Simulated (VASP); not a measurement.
# Si4Ru in VASP: notebook

Runs on Si4Ru. Level: PBE. Tasks: single point.

Everything below comes from runs of VASP 6.6.1. Logs are shortened: lines on timing, memory, paths and dates and some standing lists are left out, and cuts for length are marked.

## Step 1: The cell of the first run

The typed cell holds 5 atoms: a = 4.782 Å, b = 4.782 Å, c = 4.782 Å, α = 109.47°, β = 109.47°, γ = 109.47°.

The cell was built from a structure type or drawn by symmetry, and may not be a known phase.

## Step 2: Single point, PBE

Contents of INCAR:

```
  PREC = Accurate
  ENCUT = 500
  EDIFF = 1E-6
  ISMEAR = 0
  SIGMA = 0.2
  LREAL = False
  LASPH = True
  NELM = 120
  ALGO = Normal
  ISIF = 2
  LWAVE = False
  LCHARG = False
  GGA = PE
  NBANDS = 23
  GGA_COMPAT = False
```

Contents of KPOINTS:

```
Automatic mesh
0
Gamma
  4 4 4
```

Contents of POSCAR:

```
Si4Ru
1.0
   -2.7610331732      2.7610331732      2.7610331732
    2.7610331732     -2.7610331732      2.7610331732
    2.7610331732      2.7610331732     -2.7610331732
Si Ru
4 1
Direct
    0.0000000000      0.5001803179      0.0000000000
    0.4998196821      0.4998196821      0.4998196821
    0.0000000000      0.0000000000      0.5001803179
    0.5001803179      0.0000000000      0.0000000000
    0.0000000000      0.0000000000      0.0000000000
```

Potentials or basis: VASP PAW PBE potentials, release 64 (Si, Ru_pv).

Launch:

```console
cat potpaw_PBE.64/Si/POTCAR potpaw_PBE.64/Ru_pv/POTCAR > POTCAR
mpirun -np 1 vasp_std > vasp.out
```

OUTCAR:

```text
PREC = Accurate
   ENCUT = 500
   EDIFF = 1E-6
   ISMEAR = 0
   LREAL = False
   LASPH = True
   NELM = 120
   ISIF = 2
   GGA = PE

 ion  position               nearest neighbor table
   1  0.000  0.500  0.000-   5 2.39   5 2.39   2 2.76   4 2.76   3 2.76   4 2.76   3 2.76   2 2.76

   2  0.500  0.500  0.500-   5 2.39   5 2.39   1 2.76   4 2.76   1 2.76   3 2.76   4 2.76   3 2.76

   3  0.000  0.000  0.500-   5 2.39   5 2.39   2 2.76   4 2.76   1 2.76   4 2.76   1 2.76   2 2.76

   4  0.500  0.000  0.000-   5 2.39   5 2.39   2 2.76   1 2.76   2 2.76   1 2.76   3 2.76   3 2.76

   5  0.000  0.000  0.000-   1 2.39   2 2.39   3 2.39   4 2.39   1 2.39   3 2.39   4 2.39   2 2.39

  LATTYP: Found a body centered cubic cell.
 ALAT       =     5.5220663464

  Lattice vectors:

 A1 = (  -2.7610331732,   2.7610331732,   2.7610331732)
 A2 = (   2.7610331732,  -2.7610331732,   2.7610331732)
 A3 = (   2.7610331732,   2.7610331732,  -2.7610331732)

Analysis of symmetry for initial positions (statically):
=====================================================================
 Subroutine PRICEL returns:
 Original cell was already a primitive cell.

 Routine SETGRP: Setting up the symmetry group for a
 body centered cubic supercell.

 Subroutine GETGRP returns: Found 24 space group operations
 (whereof 24 operations were pure point group operations)
 out of a pool of 48 trial point group operations.

The static configuration has the point symmetry T_d .

Analysis of symmetry for dynamics (positions and initial velocities):
=====================================================================
 Subroutine PRICEL returns:
 Original cell was already a primitive cell.

 Routine SETGRP: Setting up the symmetry group for a
 body centered cubic supercell.

 Subroutine GETGRP returns: Found 24 space group operations
 (whereof 24 operations were pure point group operations)
 out of a pool of 48 trial point group operations.

The dynamic configuration has the point symmetry T_d .

 Subroutine INISYM returns: Found 24 space group operations
 (whereof 24 operations are pure point group operations),
 and found     1 'primitive' translations

----------------------------------------------------------------------------------------

                                     Primitive cell

  volume of cell :      84.1928

  direct lattice vectors                    reciprocal lattice vectors
[... 71 lines left out ...]
   LNONCOLLINEAR =      F non collinear calculations
   LSORBIT =      F    spin-orbit coupling
   LASPH  =      T    aspherical Exc in radial PAW
   ENCUT  =  500.0 eV  36.75 Ry    6.06 a.u.   8.72  8.72  8.72*2*pi/ulx,y,z
   NELM   =    120;   NELMIN=  2; NELMDL= -5     # of ELM steps
   EDIFF  = 0.1E-05   stopping-criterion for ELM
   LREAL  =      F    real-space projection
[... 7 lines left out ...]
   TEBEG  =    0.0;   TEEND  =   0.0 temperature during run
   PSTRESS=    0.0 pullay stress
   NELECT =      30.0000    total number of electrons
   NUPDOWN=      -1.0000    fix difference up-down
   EMIN   =  10.00;   EMAX   =-10.00  energy-range for DOS
   EFERMI =   0.00;   METHOD = LEGACY
   ISMEAR =     0;   SIGMA  =   0.20  broadening in eV -4-tet -1-fermi 0-gaus
   EFERMI_NEDOS =   21; number of points for ismear=-14 and -15
   IALGO  =     38    algorithm
   IMIX   =      4    mixing-type and parameters
     AMIX     =   0.40;   BMIX     =  1.00
     AMIX_MAG =   1.60;   BMIX_MAG =  1.00
  volume/ion in A,a.u.               =      16.84       113.63
  Fermi-wavevector in a.u.,A,eV,Ry     =   1.160621  2.193255 18.327596  1.347040
  Thomas-Fermi vector in A             =   2.297201
   LORBIT       =      0    0 simple, 1 ext, 2 COOP (PROOUT), +10 PAW based schemes
   GGA     = PE    functional components
   LHFCALC =     F    Hartree Fock is set to
   AEXX    =    0.0000 exact exchange contribution
   IVDW    =     0    specifies the selected vdW correction
   LEPSILON=     F    determine dielectric tensor
   LRPA    =     F    only Hartree local field effects (RPA)
 non-spin polarized calculation
 Gauss-broadening in eV      SIGMA  =   0.20
  energy-cutoff  :      500.00
  volume of cell :       84.19
 maximum number of plane-waves:      2214
 NGX is ok and might be reduce to    36
   NGX = 17   NGY = 17   NGZ = 17

 number of electron      30.0000005 magnetization

 Free energy of the ion-electron system (eV)
  ---------------------------------------------------
  ext. energy  EPLUGINS =         0.00000000
  ---------------------------------------------------
  free energy    TOTEN  =       -29.43210041 eV

  energy without entropy =      -29.32522605  energy(sigma->0) =      -29.37866323

 E-fermi :   8.4721     XC(G=0): -10.7832

 val. band max:        8.3984520836   @ k =   0.2500   0.2500   0.0000
 cond. band min:       8.5253155461   @ k =   0.2500   0.2500   0.0000
 fundamental gap:      0.1268634626
 Fermi energy:         8.4720893486

 k-point     1 :       0.0000    0.0000    0.0000
  band No.  band energies     occupation
      1     -34.6561      2.00000
      2     -34.6561      2.00000
      3     -34.6561      2.00000
      4      -3.9504      2.00000
      5       1.3591      2.00000
      6       1.3591      2.00000
[... 197 lines left out ...]
     22      16.1729      0.00000
     23      16.2269      0.00000

------------------------ aborting loop because EDIFF is reached ----------------------------------------

  FORCE on cell =-STRESS in cart. coord.  units (eV):
  Direction    XX          YY          ZZ          XY          YZ          ZX
  --------------------------------------------------------------------------------------
  -------------------------------------------------------------------------------------
  Total       -0.0520853     -0.0520853     -0.0520853     -0.0000000     -0.0000000      0.0000000
  in kB       -0.9911765     -0.9911765     -0.9911765     -0.0000000     -0.0000000      0.0000000
  external PRESSURE =      -0.9911765 kB  Pullay stress =       0.0000000 kB

 VOLUME and BASIS-vectors are now :
 -----------------------------------------------------------------------------
  energy-cutoff  :      500.00
  volume of cell :       84.19
      direct lattice vectors                 reciprocal lattice vectors
    -2.761033173  2.761033173  2.761033173     0.000000000  0.181091631  0.181091631
     2.761033173 -2.761033173  2.761033173     0.181091631  0.000000000  0.181091631
     2.761033173  2.761033173 -2.761033173     0.181091631  0.181091631  0.000000000

 POSITION                                       TOTAL-FORCE (eV/Angst)
 -----------------------------------------------------------------------------------
      1.38101     -1.38101      1.38101        -0.007343      0.007343     -0.007343
      1.38002      1.38002      1.38002         0.007343      0.007343      0.007343
      1.38101      1.38101     -1.38101        -0.007343     -0.007343      0.007343
     -1.38101      1.38101      1.38101         0.007343     -0.007343     -0.007343
      0.00000      0.00000      0.00000        -0.000000      0.000000      0.000000
 -----------------------------------------------------------------------------------
    total drift:                               -0.000000     -0.000000     -0.000000

  FREE ENERGIE OF THE ION-ELECTRON SYSTEM (eV)
  ---------------------------------------------------
  free  energy   TOTEN  =       -29.4321004087 eV

  energy  without entropy=      -29.3252260458  energy(sigma->0) =      -29.37866323
```

Wall time 9.5 s (1 thread of AMD EPYC 9R45 (Zen 5), shared host); peak memory 0.17 GiB.

Results:

| Property | Result |
| --- | --- |
| Free energy | -29.4321 eV |
| Pressure | -0.1 GPa |
| Largest force | 0.013 eV/Å |
| Band gap on the k mesh | zero (bands 15 and 16 overlap by 0.08 eV) |

Forces in eV/Å, atoms in the order of the input:
```
Si  -0.007  0.007 -0.007
Si   0.007  0.007  0.007
Si  -0.007 -0.007  0.007
Si   0.007 -0.007 -0.007
Ru   0.000  0.000  0.000
```

Levels at points of the mesh, in eV from the Fermi level:
| k point | band 11 | band 12 | band 13 | band 14 | band 15 | band 16 | band 17 | band 18 | band 19 | band 20 |
| --- | --- | --- | --- | --- | --- | --- | --- | --- | --- | --- |
| (0.00, 0.00, 0.00) | -3.37 | -3.37 | -2.98 | -2.98 | -2.98 | 0.63 | 0.63 | 0.63 | 1.73 | 2.98 |
| (0.50, 0.00, 0.00) | -3.93 | -3.89 | -1.09 | -0.62 | -0.44 | 0.15 | 1.34 | 1.56 | 2.88 | 3.31 |
| (0.50, 0.50, 0.50) | -5.02 | -5.02 | -0.67 | -0.60 | -0.60 | 2.31 | 2.31 | 2.31 | 4.51 | 4.51 |

Caveat: the k points lie up to 0.40 Å⁻¹ apart.

(Continued in part 2 of 2.)
